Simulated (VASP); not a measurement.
# W (Fm-3m) in VASP: notebook

The runs below take W through single point, with PBE.

Program: VASP 6.6.1. These are calculated values, not measurements. Logs are shortened: lines on timing, memory, paths and dates and some standing lists are left out, and cuts for length are marked.

### Step 1. The cell of the first run

It takes space group Fm-3m (No. 225, cubic). The conventional cell has a = 4.037 Å, b = 4.037 Å, c = 4.037 Å, α = 90.00°, β = 90.00°, γ = 90.00°. Within 3.8 Å of W (site symmetry m-3m) lie 12 W at 2.85 Å.

### Step 2. Single point, PBE

File INCAR:

```
SYSTEM = W
PREC = Accurate
ENCUT = 520
EDIFF = 1E-7
ISMEAR = 0
SIGMA = 0.1
LREAL = .False.
LASPH = .True.
NELM = 80
ALGO = Fast
ISIF = 2
LWAVE = .False.
LCHARG = .False.
GGA = PE
NBANDS = 13
```

File KPOINTS:

```
Automatic mesh
0
Gamma
  18 18 18
  0 0 0
```

File POSCAR:

```
W
1.0
    0.0000000000      2.0185031151      2.0185031151
    2.0185031151      0.0000000000      2.0185031151
    2.0185031151      2.0185031151      0.0000000000
W
1
Direct
    0.0000000000      0.0000000000      0.0000000000
```

Potentials or basis: VASP PAW PBE potentials, release 64 (W_sv).

Started as:

```
$ cat potpaw_PBE.64/W_sv/POTCAR > POTCAR
$ mpirun -np 1 vasp_std > vasp.out
```

OUTCAR:

```text
SYSTEM = W
   PREC = Accurate
   ENCUT = 520
   EDIFF = 1E-7
   ISMEAR = 0
   LREAL = .False.
   LASPH = .True.
   NELM = 80
   ISIF = 2
   GGA = PE

 ion  position               nearest neighbor table
   1  0.000  0.000  0.000-

  LATTYP: Found a face centered cubic cell.
 ALAT       =     4.0370062302

  Lattice vectors:

 A1 = (   0.0000000000,   2.0185031151,   2.0185031151)
 A2 = (   2.0185031151,   0.0000000000,   2.0185031151)
 A3 = (   2.0185031151,   2.0185031151,   0.0000000000)

Analysis of symmetry for initial positions (statically):
=====================================================================
 Subroutine PRICEL returns:
 Original cell was already a primitive cell.

 Routine SETGRP: Setting up the symmetry group for a
 face centered cubic supercell.

 Subroutine GETGRP returns: Found 48 space group operations
[... 9 lines left out ...]

 Routine SETGRP: Setting up the symmetry group for a
 face centered cubic supercell.

 Subroutine GETGRP returns: Found 48 space group operations
 (whereof 48 operations were pure point group operations)
 out of a pool of 48 trial point group operations.

The dynamic configuration has the point symmetry O_h .

 Subroutine INISYM returns: Found 48 space group operations
 (whereof 48 operations are pure point group operations),
 and found     1 'primitive' translations

----------------------------------------------------------------------------------------

                                     Primitive cell

  volume of cell :      16.4482

  direct lattice vectors                    reciprocal lattice vectors
     0.000000000  2.018503115  2.018503115    -0.247708312  0.247708312  0.247708312
     2.018503115  0.000000000  2.018503115     0.247708312 -0.247708312  0.247708312
     2.018503115  2.018503115  0.000000000     0.247708312  0.247708312 -0.247708312

  length of vectors
     2.854594481  2.854594481  2.854594481     0.429043382  0.429043382  0.429043382

  position of ions in fractional coordinates (direct lattice)
     0.000000000  0.000000000  0.000000000

  ion indices of the primitive-cell ions
   primitive index   ion index
                 1           1

----------------------------------------------------------------------------------------

 KPOINTS: Automatic mesh

Automatic generation of k-mesh.
 Grid dimensions read from file:
 generate k-points for:   18   18   18

 Generating k-lattice:

  Cartesian coordinates                     Fractional coordinates (reciprocal lattice)
    -0.013761573  0.013761573  0.013761573     0.055555556  0.000000000  0.000000000
     0.013761573 -0.013761573  0.013761573     0.000000000  0.055555556  0.000000000
     0.013761573  0.013761573 -0.013761573     0.000000000  0.000000000  0.055555556

  Length of vectors
     0.023835743  0.023835743  0.023835743

  Shift w.r.t. Gamma in fractional coordinates (k-lattice)
     0.000000000  0.000000000  0.000000000

 Subroutine IBZKPT returns following result:
 ===========================================

 Found    195 irreducible k-points:

 Following reciprocal coordinates:
            Coordinates               Weight
  0.000000  0.000000  0.000000      1.000000
  0.055556  0.000000  0.000000      8.000000
  0.111111  0.000000  0.000000      8.000000
  0.166667  0.000000  0.000000      8.000000
  0.222222  0.000000  0.000000      8.000000
  0.277778  0.000000  0.000000      8.000000
[... 16 lines left out ...]
 -0.277778  0.055556  0.000000     24.000000
 -0.222222  0.055556  0.000000     24.000000
 [... further k-points ...]
   k-points           NKPTS =    195   k-points in BZ     NKDIM =    195   number of bands    NBANDS=     13
   number of dos      NEDOS =    301   number of ions     NIONS =      1
   total plane-waves  NPLWV =  13824
   dimension x,y,z NGX =    24 NGY =   24 NGZ =   24
   dimension x,y,z NGXF=    48 NGYF=   48 NGZF=   48
   ions per type =               1
   NGX,Y,Z   is equivalent  to a cutoff of  13.98, 13.98, 13.98 a.u.
   NGXF,Y,Z  is equivalent  to a cutoff of  27.95, 27.95, 27.95 a.u.
 SYSTEM =  W
   PREC   = accura    normal or accurate (medium, high low for compatibility)
   ISTART =      0    job   : 0-new  1-cont  2-samecut
   ICHARG =      2    charge: 1-file 2-atom 10-const
   ISPIN  =      1    spin polarized calculation?
   LNONCOLLINEAR =      F non collinear calculations
   LSORBIT =      F    spin-orbit coupling
   LASPH  =      T    aspherical Exc in radial PAW
   ENCUT  =  520.0 eV  38.22 Ry    6.18 a.u.   5.31  5.31  5.31*2*pi/ulx,y,z
   NELM   =     80;   NELMIN=  2; NELMDL= -5     # of ELM steps
   EDIFF  = 0.1E-06   stopping-criterion for ELM
   LREAL  =      F    real-space projection
   EDIFFG = 0.1E-05   stopping-criterion for IOM
   NSW    =      0    number of steps for IOM
   IBRION =     -1    ionic relax: 0-MD 1-quasi-New 2-CG
   NFREE  =      0    steps in history (QN), initial steepest desc. (CG)
   ISIF   =      2    stress and relaxation
   ISYM   =      2    0-nonsym 1-usesym 2-fastsym
   POTIM  = 0.5000    time-step for ionic-motion
   TEBEG  =    0.0;   TEEND  =   0.0 temperature during run
   PSTRESS=    0.0 pullay stress
   NELECT =      14.0000    total number of electrons
   NUPDOWN=      -1.0000    fix difference up-down
   EMIN   =  10.00;   EMAX   =-10.00  energy-range for DOS
   EFERMI =   0.00;   METHOD = LEGACY
   ISMEAR =     0;   SIGMA  =   0.10  broadening in eV -4-tet -1-fermi 0-gaus
   EFERMI_NEDOS =   21; number of points for ismear=-14 and -15
   IALGO  =     68    algorithm
   IMIX   =      4    mixing-type and parameters
     AMIX     =   0.40;   BMIX     =  1.00
     AMIX_MAG =   1.60;   BMIX_MAG =  1.00
  volume/ion in A,a.u.               =      16.45       111.00
  Fermi-wavevector in a.u.,A,eV,Ry     =   1.551475  2.931862 32.750235  2.407074
  Thomas-Fermi vector in A             =   2.655989
   LORBIT       =      0    0 simple, 1 ext, 2 COOP (PROOUT), +10 PAW based schemes
   GGA     = PE    functional components
   LHFCALC =     F    Hartree Fock is set to
   AEXX    =    0.0000 exact exchange contribution
   IVDW    =     0    specifies the selected vdW correction
   LEPSILON=     F    determine dielectric tensor
   LRPA    =     F    only Hartree local field effects (RPA)
 non-spin polarized calculation
 RMM-DIIS sequential band-by-band and
 Gauss-broadening in eV      SIGMA  =   0.10
  energy-cutoff  :      520.00
  volume of cell :       16.45
 maximum number of plane-waves:       459
 NGX is ok and might be reduce to    24
   NGX = 11   NGY = 11   NGZ = 11

 number of electron      14.0000002 magnetization

 Free energy of the ion-electron system (eV)
  ---------------------------------------------------
  ext. energy  EPLUGINS =         0.00000000
  ---------------------------------------------------
  free energy    TOTEN  =       -12.47519834 eV

  energy without entropy =      -12.46851866  energy(sigma->0) =      -12.47185850

 E-fermi :  10.4500     XC(G=0): -13.4233

 val. band max:       10.4485964351   @ k =  -0.1667   0.0556   0.0000
 cond. band min:      10.4610927029   @ k =  -0.2222   0.0556   0.0000
 fundamental gap:      0.0124962677
 Fermi energy:        10.4499948059

 k-point     1 :       0.0000    0.0000    0.0000
  band No.  band energies     occupation
      1     -63.2214      2.00000
      2     -26.8549      2.00000
      3     -26.8549      2.00000
      4     -26.8549      2.00000
      5       1.4777      2.00000
      6       9.9028      2.00000
      7       9.9028      2.00000
      8       9.9028      2.00000
      9      13.0182      0.00000
     10      13.0182      0.00000
     11      23.2416      0.00000
     12      28.4498      0.00000
     13      28.4498      0.00000

 k-point     2 :       0.0556    0.0000    0.0000
  band No.  band energies     occupation
      1     -63.2182      2.00000
      2     -26.8916      2.00000
      3     -26.8595      2.00000
      4     -26.8595      2.00000
      5       1.6134      2.00000
      6       9.7965      2.00000
      7       9.9668      2.00000
      8       9.9668      2.00000
      9      12.9590      0.00000
     10      12.9590      0.00000
     11      23.5159      0.00000
     12      27.8319      0.00000
     13      28.7045      0.00000

 k-point     3 :       0.1111    0.0000    0.0000
  band No.  band energies     occupation
      1     -63.2092      2.00000
      2     -26.9963      2.00000
      3     -26.8730      2.00000
      4     -26.8730      2.00000
      5       2.0059      2.00000
      6       9.5219      2.00000
      7      10.1335      1.99999
      8      10.1335      1.99999
      9      12.8253      0.00000
     10      12.8253      0.00000
     11      24.2523      0.00000
     12      26.6721      0.00000
     13      29.4428      0.00000

 k-point     4 :       0.1667    0.0000    0.0000
  band No.  band energies     occupation
      1     -63.1953      2.00000
      2     -27.1542      2.00000
      3     -26.8936      2.00000
      4     -26.8936      2.00000
      5       2.6085      2.00000
      6       9.1898      2.00000
      7      10.3165      1.94089
      8      10.3165      1.94089
      9      12.7476      0.00000
     10      12.7476      0.00000
     11      24.7863      0.00000
     12      26.0401      0.00000
     13      30.5989      0.00000

 k-point     5 :       0.2222    0.0000    0.0000
  band No.  band energies     occupation
      1     -63.1782      2.00000
      2     -27.3436      2.00000
      3     -26.9186      2.00000
      4     -26.9186      2.00000
      5       3.3312      2.00000
      6       8.9426      2.00000
      7      10.3781      1.69048
      8      10.3781      1.69047
      9      12.9060      0.00000
     10      12.9060      0.00000
     11      23.9657      0.00000
     12      26.9031      0.00000
     13      32.0875      0.00000
[... 257 lines left out ...]
 k-point    22 :      -0.3333    0.0556    0.0000
  band No.  band energies     occupation
      1     -63.1359      2.00000
      2     -27.7685      2.00000
      3     -27.0152      2.00000
      4     -26.9689      2.00000
      5       4.7563      2.00000
      6       9.3972      2.00000
      7       9.8901      2.00000
      8      10.0649      2.00000
      9      13.8475      0.00000
     10      14.8635      0.00000
     11      22.1618      0.00000
     12      25.4794      0.00000
     13      30.6723      0.00000

 k-point    23 :      -0.2778    0.0556    0.0000
  band No.  band energies     occupation
      1     -63.1521      2.00000
      2     -27.6020      2.00000
      3     -26.9931      2.00000
      4     -26.9424      2.00000
      5       4.3394      2.00000
      6       8.9133      2.00000
      7      10.1176      2.00000
      8      10.2856      1.97989
      9      13.0995      0.00000
     10      14.1693      0.00000
     11      22.9701      0.00000
     12      26.9576      0.00000
     13      31.8200      0.00000

 k-point    24 :      -0.2222    0.0556    0.0000
  band No.  band energies     occupation
      1     -63.1700      2.00000
      2     -27.4132      2.00000
      3     -26.9658      2.00000
      4     -26.9153      2.00000
      5       3.6869      2.00000
      6       8.8085      2.00000
      7      10.3122      1.94866
      8      10.4611      0.87529
      9      12.5359      0.00000
     10      13.5607      0.00000
     11      23.8726      0.00000
     12      27.2535      0.00000
     13      31.4962      0.00000

 [... further k-points ...]
[... 5 lines left out ...]
  --------------------------------------------------------------------------------------
  -------------------------------------------------------------------------------------
  Total        0.0525302      0.0525302      0.0525302      0.0000000     -0.0000000      0.0000000
  in kB        5.1168380      5.1168380      5.1168380      0.0000000     -0.0000000      0.0000000
  external PRESSURE =       5.1168380 kB  Pullay stress =       0.0000000 kB

 VOLUME and BASIS-vectors are now :
 -----------------------------------------------------------------------------
  energy-cutoff  :      520.00
  volume of cell :       16.45
      direct lattice vectors                 reciprocal lattice vectors
     0.000000000  2.018503115  2.018503115    -0.247708312  0.247708312  0.247708312
     2.018503115  0.000000000  2.018503115     0.247708312 -0.247708312  0.247708312
     2.018503115  2.018503115  0.000000000     0.247708312  0.247708312 -0.247708312

 POSITION                                       TOTAL-FORCE (eV/Angst)
 -----------------------------------------------------------------------------------
      0.00000      0.00000      0.00000         0.000000      0.000000      0.000000
 -----------------------------------------------------------------------------------
    total drift:                                0.000000      0.000000     -0.000000

  FREE ENERGIE OF THE ION-ELECTRON SYSTEM (eV)
  ---------------------------------------------------
  free  energy   TOTEN  =       -12.4751983392 eV

  energy  without entropy=      -12.4685186604  energy(sigma->0) =      -12.47185850
```

Wall time 16 s (1 thread of Intel Xeon 6975P-C (Granite Rapids), shared host); peak memory 0.17 GiB.

What came out:

| Property | Result |
| --- | --- |
| Free energy | -12.4752 eV |
| Pressure | 0.5 GPa |
| Band gap on the k mesh | zero (band 7 reaches 13.49 eV, above the bottom of band 8 at 9.90 eV) |

Levels at points of the mesh, in eV from the Fermi level:
```tsv
k point	band 3	band 4	band 5	band 6	band 7	band 8	band 9	band 10	band 11	band 12
(0.00, 0.00, 0.00)	-37.30	-37.30	-8.97	-0.55	-0.55	-0.55	2.57	2.57	12.79	18.00
(0.50, 0.00, 0.00)	-37.46	-37.46	-5.58	-0.77	-0.77	0.63	5.03	5.03	10.26	12.42
(0.50, 0.50, 0.00)	-37.72	-37.72	-5.46	-4.50	3.04	5.00	5.76	5.76	11.73	11.73
```

Caveat: spin-orbit coupling is left out, which moves the levels of the heavy elements.

### Step 3. Single point, PBE (volume scaled by 1.03)

File INCAR:

```
ALGO = Fast
EDIFF = 1E-6
ENCUT = 520
GGA = PE
ISIF = 2
ISMEAR = 0
LASPH = T
LCHARG = F
LREAL = F
LWAVE = F
NBANDS = 13
NELM = 80
PREC = Accurate
SIGMA = 0.1
```

File KPOINTS:

```
k-points
0
Gamma
  18 18 18
```

File POSCAR:

```
W
1.0
    0.0000000000      2.0384895942      2.0384895942
    2.0384895942      0.0000000000      2.0384895942
    2.0384895942      2.0384895942      0.0000000000
W
1
Direct
    0.0000000000      0.0000000000      0.0000000000
```

Potentials or basis: VASP PAW PBE potentials, release 64 (W_sv).

Started as:

```
$ cat potpaw_PBE.64/W_sv/POTCAR > POTCAR
$ mpirun -np 1 vasp_std > vasp.out
```

Run time: 15 s. Hardware: 1 thread of Intel Xeon 6975P-C (Granite Rapids), shared host; peak memory 0.16 GiB.

Results (log left out):

- Free energy: -12.4643 eV
- Pressure: -7.6 GPa
- Band gap on the k mesh: zero (band 7 reaches 12.94 eV, above the bottom of band 8 at 9.54 eV)

Levels at points of the mesh, in eV from the Fermi level:
```tsv
k point	band 5	band 6	band 7	band 8	band 9	band 10
(0.00, 0.00, 0.00)	-8.82	-0.52	-0.52	-0.52	2.47	2.47
(0.50, 0.00, 0.00)	-5.43	-0.73	-0.73	0.55	4.83	4.83
(0.50, 0.50, 0.00)	-5.26	-4.32	2.88	4.79	5.52	5.52
```

Caveat: spin-orbit coupling is left out, which moves the levels of the heavy elements.
